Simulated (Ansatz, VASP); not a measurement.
# Two plane-wave programs on KSnCl3

INCAR

```
SYSTEM = KSnCl3
PREC = Accurate
ENCUT = 520
EDIFF = 1E-6
ISMEAR = -1
SIGMA = 0.02
LREAL = .FALSE.
LASPH = .TRUE.
NELM = 80
ALGO = Normal
ISIF = 2
LWAVE = .FALSE.
LCHARG = .FALSE.
GGA = PE
NBANDS = 30
```

KPOINTS

```
Automatic mesh
0
G
  6 6 6
  0 0 0
```

The input POSCAR:

```
KSnCl3
1.0
    5.5122859427      0.0000000000      0.0000000000
    0.0000000000      5.5122859427      0.0000000000
    0.0000000000      0.0000000000      5.5493217223
K Sn Cl
1 1 3
Direct
    0.0000000000      0.0000000000      0.0000000000
    0.5000000000      0.5000000000      0.5000000000
    0.5000000000      0.5000000000      0.0000000000
    0.5000000000      0.0000000000      0.5000000000
    0.0000000000      0.5000000000      0.5000000000
```

Input for Ansatz:

```yaml
crystal:
  lattice:
    - [5.5122859427, 0.0, 0.0]
    - [0.0, 5.5122859427, 0.0]
    - [0.0, 0.0, 5.5493217223]
  atoms:
    - { symbol: K, position: [0.0, 0.0, 0.0] }
    - { symbol: Sn, position: [0.5, 0.5, 0.5] }
    - { symbol: Cl, position: [0.5, 0.5, 0.0] }
    - { symbol: Cl, position: [0.5, 0.0, 0.5] }
    - { symbol: Cl, position: [0.0, 0.5, 0.5] }
kpoints:
  mp_grid: { grid: [6, 6, 6] }
  band_path:
    path: [[0.0, 0.0, 0.0], [0.0, 0.5, 0.0], [0.5, 0.5, 0.0], [0.5, 0.5, 0.5]]
    npoints: 1
hamiltonian:
  xc: pbe
scf:
  occupations: { method: fermi_dirac, width: 0.02 }
  n_extra_bands: 5
output:
  forces: true
  stress: true
  eigenvalues: true
```

Change from the starting cell: epitaxial_xy strain -0.5%.

Alike in both runs: task single point; functional PBE; k mesh 6 × 6 × 6; occupations fermi-dirac, width 0.02 eV; no spin polarisation.

|  | VASP | Ansatz |
| --- | --- | --- |
| version | VASP 6.6.1 | Ansatz 0.2.0 |
| potentials or method | VASP PAW PBE potentials, release 64 (K_sv, Sn_d, Cl) | plane waves, PAW |
| plane-wave cutoff (eV) | 520 | 420 |
| valence electrons in the cell | 44 | 44 |

|  | VASP | Ansatz | Ansatz less VASP |
| --- | --- | --- | --- |
| pressure (GPa) | 0.8 | 0.8 | +0.05 |
| traceless stress, the component that is largest in VASP (GPa) | -0.22 | -0.22 | 0.000 |

With one functional, cell and mesh, what is left measures potentials, basis and numerics.
